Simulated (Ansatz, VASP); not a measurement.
## Cs: VASP beside Ansatz

```xyz
1
Lattice="-3.0061 3.0061 3.0061 3.0061 -3.0061 3.0061 3.0061 3.0061 -3.0061" Properties=species:S:1:pos:R:3 pbc="T T T"
Cs    0.0000    0.0000    0.0000
```

Alike in both runs: task single point; functional PBEsol; k mesh 8 × 8 × 8; occupations gaussian, width 0.05 eV; no spin polarisation.

|  | VASP | Ansatz |
| --- | --- | --- |
| version | VASP 6.6.1 | Ansatz 0.2.0 |
| potentials or method | VASP PAW PBE potentials, release 64 (Cs_sv), cutoff 520 eV | scalar-relativistic, plane waves, PAW |
| valence electrons in the cell | 9 | 9 |

```tsv
	VASP	Ansatz	Ansatz less VASP
gap on the k mesh at the Fermi level (eV)	none	none	-
pressure (GPa)	0.0	0.0	+0.01
```

VASP's potentials were made for PBE, not for PBEsol. A gap of «none» marks a metal or a gap that the smearing closes.

Neither program's run includes spin-orbit coupling.
